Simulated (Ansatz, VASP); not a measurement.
**One calculation of Ge, two programs**

```xyz
1
Lattice="-1.6810 1.6810 1.6810 1.6810 -1.6810 1.6810 1.6810 1.6810 -1.6810" Properties=species:S:1:pos:R:3 pbc="T T T"
Ge    0.0000    0.0000    0.0000
```

Alike in both runs: task relaxation of cell and atoms; functional LDA; k mesh 21 × 21 × 21; occupations fermi-dirac, width 0.1 eV; no spin polarisation.

|  | VASP | Ansatz |
| --- | --- | --- |
| version | VASP 6.6.1 | Ansatz 0.2.0 |
| potentials or method | VASP PAW LDA potentials, release 64 (Ge_d) | PAW with Ansatz's default frozen-core files, scalar-relativistic |
| plane-wave cutoff (eV) | 600 | 420 |
| valence electrons in the cell | 14 | 14 |

|  | VASP | Ansatz | Ansatz less VASP |
| --- | --- | --- | --- |
| relaxed volume (Å³/atom) | 17.89 | 17.88 | -0.005 |
| relaxed length of the cell vector where the two differ most in proportion (Å) | 2.853 | 2.853 | -0.0003 |

LDA's correlation is that of Perdew and Zunger in VASP and of Perdew and Wang (1992) in Ansatz.
